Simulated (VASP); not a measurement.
# Ba (Im-3m) in VASP: a series of runs

Ba is run at these levels: PBE; tasks: single point.

All numbers are computed with VASP 6.6.1; they aren't measurements. Logs are shortened: lines on timing, memory, paths and dates and some standing lists are left out, and cuts for length are marked.

## 1. The cell of the first run

It takes space group Im-3m (No. 229, cubic). Conventional cell: a = 4.911 Å, b = 4.911 Å, c = 4.911 Å, α = 90.00°, β = 90.00°, γ = 90.00°. Ba (site symmetry m-3m) has 14 Ba at 4.25 to 4.91 Å within 5.6 Å.

## 2. Single point, PBE (volume scaled by 0.94)

INCAR reads:

```
SYSTEM = Ba
PREC     = Accurate       ! precision mode
ENCUT    = 520            ! plane-wave cutoff, eV
EDIFF    = 1E-7           ! SCF threshold, eV
ISMEAR   = -1             ! smearing method
SIGMA    = 0.05           ! smearing width, eV
LREAL    = .False.        ! projectors in reciprocal space
LASPH    = .True.         ! aspherical terms in the spheres
NELM     = 60             ! most SCF steps
ALGO     = Normal         ! electronic algorithm
ISIF     = 2              ! what is computed and relaxed
LWAVE    = .False.        ! write WAVECAR
LCHARG   = .False.        ! write CHGCAR
GGA      = PE             ! functional
NBANDS   = 11             ! bands
```

KPOINTS reads:

```
regular mesh
0
Gamma
  8 8 8
  0 0 0
```

POSCAR reads:

```
Ba
1.0
   -2.4553325815      2.4553325815      2.4553325815
    2.4553325815     -2.4553325815      2.4553325815
    2.4553325815      2.4553325815     -2.4553325815
Ba
1
Direct
    0.0000000000      0.0000000000      0.0000000000
```

Potentials or basis: VASP PAW PBE potentials, release 64 (Ba_sv).

Launch:

```
$ cat potpaw_PBE.64/Ba_sv/POTCAR > POTCAR
$ mpirun -np 1 vasp_std > vasp.out
```

OUTCAR:

```text
SYSTEM = Ba
   PREC = Accurate
   ENCUT = 520
   EDIFF = 1E-7
   ISMEAR = -1
   LREAL = .False.
   LASPH = .True.
   NELM = 60
   ISIF = 2
   GGA = PE

 ion  position               nearest neighbor table
   1  0.000  0.000  0.000-

  LATTYP: Found a body centered cubic cell.
 ALAT       =     4.9106651630

  Lattice vectors:

 A1 = (  -2.4553325815,   2.4553325815,   2.4553325815)
 A2 = (   2.4553325815,  -2.4553325815,   2.4553325815)
 A3 = (   2.4553325815,   2.4553325815,  -2.4553325815)

Analysis of symmetry for initial positions (statically):
=====================================================================
 Subroutine PRICEL returns:
 Original cell was already a primitive cell.

 Routine SETGRP: Setting up the symmetry group for a
 body centered cubic supercell.

 Subroutine GETGRP returns: Found 48 space group operations
 (whereof 48 operations were pure point group operations)
 out of a pool of 48 trial point group operations.

The static configuration has the point symmetry O_h .

Analysis of symmetry for dynamics (positions and initial velocities):
=====================================================================
 Subroutine PRICEL returns:
 Original cell was already a primitive cell.

 Routine SETGRP: Setting up the symmetry group for a
 body centered cubic supercell.

 Subroutine GETGRP returns: Found 48 space group operations
 (whereof 48 operations were pure point group operations)
 out of a pool of 48 trial point group operations.

The dynamic configuration has the point symmetry O_h .

 Subroutine INISYM returns: Found 48 space group operations
 (whereof 48 operations are pure point group operations),
 and found     1 'primitive' translations

----------------------------------------------------------------------------------------

                                     Primitive cell

  volume of cell :      59.2094

  direct lattice vectors                    reciprocal lattice vectors
    -2.455332581  2.455332581  2.455332581     0.000000000  0.203638401  0.203638401
     2.455332581 -2.455332581  2.455332581     0.203638401  0.000000000  0.203638401
     2.455332581  2.455332581 -2.455332581     0.203638401  0.203638401  0.000000000

  length of vectors
     4.252760781  4.252760781  4.252760781     0.287988188  0.287988188  0.287988188

  position of ions in fractional coordinates (direct lattice)
     0.000000000  0.000000000  0.000000000

[... 73 lines left out ...]
   ENCUT  =  520.0 eV  38.22 Ry    6.18 a.u.   7.91  7.91  7.91*2*pi/ulx,y,z
   NELM   =     60;   NELMIN=  2; NELMDL= -5     # of ELM steps
   EDIFF  = 0.1E-06   stopping-criterion for ELM
   LREAL  =      F    real-space projection
   EDIFFG = 0.1E-05   stopping-criterion for IOM
   NSW    =      0    number of steps for IOM
   IBRION =     -1    ionic relax: 0-MD 1-quasi-New 2-CG
   NFREE  =      0    steps in history (QN), initial steepest desc. (CG)
   ISIF   =      2    stress and relaxation
   ISYM   =      2    0-nonsym 1-usesym 2-fastsym
   POTIM  = 0.5000    time-step for ionic-motion
   TEBEG  =    0.0;   TEEND  =   0.0 temperature during run
   PSTRESS=    0.0 pullay stress
   NELECT =      10.0000    total number of electrons
   NUPDOWN=      -1.0000    fix difference up-down
   EMIN   =  10.00;   EMAX   =-10.00  energy-range for DOS
   EFERMI =   0.00;   METHOD = LEGACY
   ISMEAR =    -1;   SIGMA  =   0.05  broadening in eV -4-tet -1-fermi 0-gaus
   EFERMI_NEDOS =   21; number of points for ismear=-14 and -15
   IALGO  =     38    algorithm
   IMIX   =      4    mixing-type and parameters
     AMIX     =   0.40;   BMIX     =  1.00
     AMIX_MAG =   1.60;   BMIX_MAG =  1.00
  volume/ion in A,a.u.               =      59.21       399.57
  Fermi-wavevector in a.u.,A,eV,Ry     =   0.904922  1.710055 11.141592  0.818884
  Thomas-Fermi vector in A             =   2.028427
   LORBIT       =      0    0 simple, 1 ext, 2 COOP (PROOUT), +10 PAW based schemes
   GGA     = PE    functional components
   LHFCALC =     F    Hartree Fock is set to
   AEXX    =    0.0000 exact exchange contribution
   IVDW    =     0    specifies the selected vdW correction
   LEPSILON=     F    determine dielectric tensor
   LRPA    =     F    only Hartree local field effects (RPA)
 non-spin polarized calculation
  energy-cutoff  :      520.00
  volume of cell :       59.21
 maximum number of plane-waves:      1638
   NGX = 15   NGY = 15   NGZ = 15

 number of electron      10.0000000 magnetization

 Free energy of the ion-electron system (eV)
  ---------------------------------------------------
  ext. energy  EPLUGINS =         0.00000000
  ---------------------------------------------------
  free energy    TOTEN  =        -1.90831412 eV

  energy without entropy =       -1.90110959  energy(sigma->0) =       -1.90471186

 E-fermi :   1.8234     XC(G=0):  -7.6095

 val. band max:        1.7329732022   @ k =  -0.3750   0.5000   0.2500
 cond. band min:       2.0098623455   @ k =   0.2500   0.2500   0.1250
 fundamental gap:      0.2768891433
 Fermi energy:         1.8233626435

 k-point     1 :       0.0000    0.0000    0.0000
  band No.  band energies     occupation
      1     -26.9256      2.00000
      2     -11.8359      2.00000
      3     -11.8359      2.00000
      4     -11.8359      2.00000
      5      -0.9201      2.00000
      6       3.7577      0.00000
      7       3.7577      0.00000
      8       3.7577      0.00000
      9       5.2428      0.00000
     10       5.2428      0.00000
     11       8.9748      0.00000
[... 309 lines left out ...]
 k-point    24 :      -0.3750    0.3750    0.2500
  band No.  band energies     occupation
      1     -26.8553      2.00000
      2     -12.2529      2.00000
      3     -12.0922      2.00000
      4     -12.0425      2.00000
      5       1.5445      1.99247
      6       2.0563      0.01877
      7       3.8253      0.00000
      8       4.0705      0.00000
      9       5.6529      0.00000
     10       6.0371      0.00000
     11       9.4387      0.00000

 [... further k-points ...]
[... 5 lines left out ...]
  --------------------------------------------------------------------------------------
  -------------------------------------------------------------------------------------
  Total        0.2473630      0.2473630      0.2473630     -0.0000000     -0.0000000     -0.0000000
  in kB        6.6935180      6.6935180      6.6935180     -0.0000000     -0.0000000     -0.0000000
  external PRESSURE =       6.6935180 kB  Pullay stress =       0.0000000 kB

 VOLUME and BASIS-vectors are now :
 -----------------------------------------------------------------------------
  energy-cutoff  :      520.00
  volume of cell :       59.21
      direct lattice vectors                 reciprocal lattice vectors
    -2.455332581  2.455332581  2.455332581     0.000000000  0.203638401  0.203638401
     2.455332581 -2.455332581  2.455332581     0.203638401  0.000000000  0.203638401
     2.455332581  2.455332581 -2.455332581     0.203638401  0.203638401  0.000000000

 POSITION                                       TOTAL-FORCE (eV/Angst)
 -----------------------------------------------------------------------------------
      0.00000      0.00000      0.00000        -0.000000      0.000000     -0.000000
 -----------------------------------------------------------------------------------
    total drift:                               -0.000000      0.000000      0.000000

  FREE ENERGIE OF THE ION-ELECTRON SYSTEM (eV)
  ---------------------------------------------------
  free  energy   TOTEN  =        -1.9083141225 eV

  energy  without entropy=       -1.9011095949  energy(sigma->0) =       -1.90471186
```

stdout:

```text
POSCAR found type information on POSCAR Ba
 POSCAR found :  1 types and       1 ions
 scaLAPACK will be used
 LDA part: xc-table for (Slater+PW92), standard interpolation
 POSCAR, INCAR and KPOINTS ok, starting setup
 FFT: planning ... GRIDC
 FFT: planning ... GRID_SOFT
 FFT: planning ... GRID
 WAVECAR not read
 entering main loop
```

Run time: 5.2 s. Hardware: 1 thread of Intel Xeon 6975P-C (Granite Rapids), shared host; peak memory 0.17 GiB.

What came out:

```
Free energy            : -1.9083 eV
Pressure               : 0.7 GPa
Band gap on the k mesh : zero (band 5 reaches 2.44 eV, above the bottom of band 6 at 1.22 eV)
```

Levels at points of the mesh, in eV from the Fermi level:
| k point | band 1 | band 2 | band 3 | band 4 | band 5 | band 6 | band 7 | band 8 | band 9 | band 10 |
| --- | --- | --- | --- | --- | --- | --- | --- | --- | --- | --- |
| (0.00, 0.00, 0.00) | -28.75 | -13.66 | -13.66 | -13.66 | -2.74 | 1.93 | 1.93 | 1.93 | 3.42 | 3.42 |
| (0.50, 0.00, 0.00) | -28.69 | -14.22 | -13.84 | -13.66 | -0.90 | 0.72 | 1.48 | 3.42 | 4.03 | 5.59 |
| (0.50, 0.50, 0.50) | -28.65 | -14.04 | -14.04 | -14.04 | -0.60 | -0.60 | 4.71 | 4.71 | 4.71 | 5.05 |

Caveat: the cell differs from its parent crystal (volume scaled by 0.94); spin-orbit coupling is left out, which moves the levels of the heavy elements.

## 3. Single point, PBE

This run uses another cell than the first one, of 62.99 Å³/atom, 1.064 times its volume.

INCAR reads:

```
SYSTEM = Ba
  PREC = Accurate
  ENCUT = 520
  EDIFF = 1E-6
  ISMEAR = -1
  SIGMA = 0.05
  LREAL = .False.
  LASPH = .True.
  NELM = 80
  ALGO = Fast
  ISIF = 2
  LWAVE = .False.
  LCHARG = .False.
  GGA = PE
  NBANDS = 11
```

KPOINTS is that of step 2.

POSCAR reads:

```
Ba
1.0
   -2.5065000000      2.5065000000      2.5065000000
    2.5065000000     -2.5065000000      2.5065000000
    2.5065000000      2.5065000000     -2.5065000000
Ba
1
Direct
    0.0000000000      0.0000000000      0.0000000000
```

Potentials or basis: VASP PAW PBE potentials, release 64 (Ba_sv).

Launch:

```
$ cat potpaw_PBE.64/Ba_sv/POTCAR > POTCAR
$ mpirun -np 1 vasp_std > vasp.out
```

It took 6 s on 1 thread of Intel Xeon 6975P-C (Granite Rapids), shared host; peak memory 0.18 GiB.

The run converged. Its results:

```yaml
Free_energy: -1.9165 eV
Pressure: 0.0 GPa
Band_gap_on_the_k_mesh: zero (band 5 reaches 2.17 eV, above the bottom of band 6 at 1.10 eV)
```

Levels at points of the mesh, in eV from the Fermi level:
```tsv
k point	band 2	band 3	band 4	band 5	band 6	band 7	band 8	band 9
(0.00, 0.00, 0.00)	-13.82	-13.82	-13.82	-2.73	1.85	1.85	1.85	3.25
(0.50, 0.00, 0.00)	-14.28	-13.96	-13.82	-0.87	0.71	1.27	3.22	3.80
(0.50, 0.50, 0.50)	-14.14	-14.14	-14.14	-0.53	-0.53	4.38	4.38	4.38
```

Caveat: spin-orbit coupling is left out, which moves the levels of the heavy elements.
